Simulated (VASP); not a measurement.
Set up this calculation in VASP 6.6.1, as the native input.

| Property | Result |
| --- | --- |
| Task | relaxation of shape and atoms at fixed volume |
| Functional | PBEsol |
| Dispersion | D3(BJ) |
| Potentials or basis | VASP PAW PBE potentials, release 64 (Sn_d, O) |
| Cutoff | 600 eV |
| k mesh | 8 × 6 × 8 |
| Occupations | gaussian, width 0.02 eV |
| Spin | no spin polarisation |
| Dipole correction | no |
| Further INCAR settings | ALGO = Normal; EDIFF = 1e-06; IBRION = 2; EDIFFG = -0.01; NSW = 50; ISIF = 4 |

The structure of SnO lies in POSCAR:

```
SnO
1.0
    3.2665157201      0.0000000000      0.0000000000
    0.0000000000      5.5410626865      0.0000000000
    0.0000000000      0.0000000000      3.5930770136
Sn O
2 2
Direct
    0.0000000000      0.2426998134      0.5421031601
    0.5000000000      0.7573001866      0.0421031601
    0.0000000000      0.8768136142      0.7078978399
    0.5000000000      0.1231863858      0.2078978399
```

One way to write it, as run:

INCAR

```
SYSTEM = SnO
PREC = Accurate
ENCUT = 600
EDIFF = 1E-6
ISMEAR = 0
SIGMA = 0.02
LREAL = .False.
LASPH = .True.
NELM = 60
ALGO = Normal
ISIF = 4
LWAVE = .False.
LCHARG = .False.
GGA = PS
IVDW = 12
IBRION = 2
NSW = 50
EDIFFG = -0.01
```

KPOINTS

```
regular mesh
0
Gamma
  8 6 8
  0 0 0
```

Potentials or basis: VASP PAW PBE potentials, release 64 (Sn_d, O).

Launch:

```bash
$ cat potpaw_PBE.64/Sn_d/POTCAR potpaw_PBE.64/O/POTCAR > POTCAR
$ mpirun -np 1 vasp_std > vasp.out
```

Results of the run:

```json
{
 "Energy gained by relaxing": "5.4 meV/atom",
 "Ionic steps": "11",
 "Pressure after relaxing": "0.9 GPa",
 "Largest force after relaxing": "0.009 eV/Å",
 "Band gap on the k mesh": "0.92 eV (least direct gap 1.58 eV)",
 "Dispersion energy per atom": "-0.232 eV"
}
```

Caveat: the PAW data sets were made with another functional, which shifts forces and pressure a little; spin-orbit coupling is left out, which moves the levels of the heavy elements.

Run time: 11 min on 1 thread of Intel(R) Xeon(R) Platinum 8488C (Sapphire Rapids), on a shared host, peak memory 0.31 GiB.
